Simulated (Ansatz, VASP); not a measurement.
## CsPbBr3: VASP beside Ansatz

```
CELL_PARAMETERS angstrom
6.00951 0.00000 0.00000
0.00000 6.00951 0.00000
0.00000 0.00000 6.00951
ATOMIC_POSITIONS crystal
Cs 0.00000 0.00000 0.00000
Pb 0.50000 0.50000 0.50000
Br 0.50000 0.50000 0.00000
Br 0.50000 0.00000 0.50000
Br 0.00000 0.50000 0.50000
```

Alike in both runs: task single point; functional PBE; k mesh 4 × 4 × 4; no spin polarisation.

|  | VASP | Ansatz |
| --- | --- | --- |
| version | VASP 6.6.1 | Ansatz 0.2.0 |
| potentials or method | VASP PAW PBE potentials, release 64 (Cs_sv, Pb_d, Br) | plane waves, PAW |
| plane-wave cutoff (eV) | 520 | 420 |
| occupations | gaussian, width 0.01 eV | fixed |
| valence electrons in the cell | 44 | 44 |

```tsv
	VASP	Ansatz	Ansatz less VASP
gap on the k mesh at the Fermi level (eV)	1.79	1.79	-0.005
pressure (GPa)	0.0	0.0	+0.01
```

Spin-orbit coupling is off throughout.
